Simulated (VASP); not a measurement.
Here is a VASP 6.6.1 calculation.

INCAR

```
SYSTEM = HfO2
PREC = Accurate
ENCUT = 600
EDIFF = 1E-6
ISMEAR = 0
SIGMA = 0.05
LREAL = .False.
LASPH = .True.
NELM = 120
ALGO = Normal
ISIF = 2
LWAVE = .False.
LCHARG = .False.
GGA = PS
NBANDS = 18
GGA_COMPAT = .False.
```

The input KPOINTS:

```
regular mesh
0
Gamma
  8 8 8
  0 0 0
```

POSCAR

```
HfO2
1.0
    0.2124410057      2.6981001983      2.6981001983
    2.6981001983      0.2124410057      2.6981001983
    2.6981001983      2.6981001983      0.2124410057
Hf O
1 2
Direct
    0.0000000000      0.0000000000      0.0000000000
    0.2500000000      0.2500000000      0.2500000000
    0.7500000000      0.7500000000      0.7500000000
```

Potentials or basis: VASP PAW PBE potentials, release 64 (Hf_pv, O).

Run with:

```console
$ cat potpaw_PBE.64/Hf_pv/POTCAR potpaw_PBE.64/O/POTCAR > POTCAR
$ mpirun -np 1 vasp_std > vasp.out
```

Problem. Predict the largest force.

Solution. 0.131 eV/Å.

Problem. Estimate the pressure.

Solution. -17.4 GPa.

Problem. Estimate the band gap on the k mesh.

Solution. 3.63 eV.

Forces on the atoms (eV/Å):
```
Hf   0.000  0.000  0.000
O   -0.076 -0.076 -0.076
O    0.076  0.076  0.076
```

Caveat: the cell stands under tension; the PAW data sets were made with another functional, which shifts forces and pressure a little; spin-orbit coupling is left out, which moves the levels of the heavy elements. A k mesh can miss the band edges.
